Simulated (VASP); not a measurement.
A run of VASP 6.6.1 is set up as follows.

INCAR

```
  ALGO = Normal
  EDIFF = 1E-6
  ENCUT = 520
  GGA = PS
  ISIF = 2
  ISMEAR = -1
  LASPH = True
  LCHARG = False
  LREAL = False
  LWAVE = False
  NBANDS = 34
  NELM = 80
  PREC = Accurate
  SIGMA = 0.15
```

KPOINTS

```
k-points
0
Gamma
  8 8 8
```

Contents of POSCAR:

```
In3OF
1.0
    4.7779000000      0.0000000000      0.0000000000
    0.0000000000      4.7779000000      0.0000000000
    0.0000000000      0.0000000000      4.7779000000
F O In
1 1 3
Direct
    0.0000000000      0.0000000000      0.0000000000
    0.5000000000      0.5000000000      0.5000000000
    0.5000000000      0.5000000000      0.0000000000
    0.5000000000      0.0000000000      0.5000000000
    0.0000000000      0.5000000000      0.5000000000
```

Potentials or basis: VASP PAW PBE potentials, release 64 (F, O, In_d).

Command:

```console
$ cat potpaw_PBE.64/F/POTCAR potpaw_PBE.64/O/POTCAR potpaw_PBE.64/In_d/POTCAR > POTCAR
$ mpirun -np 1 vasp_std > vasp.out
```

Question: Predict the band gap on the k mesh.

Answer: Zero (band 26 reaches 4.83 eV, above the bottom of band 27 at 4.74 eV).

Question: Predict the pressure.

Answer: 0.8 GPa.

Caveat: the PAW data sets were made with another functional, which shifts forces and pressure a little; spin-orbit coupling is left out, which moves the levels of the heavy elements.
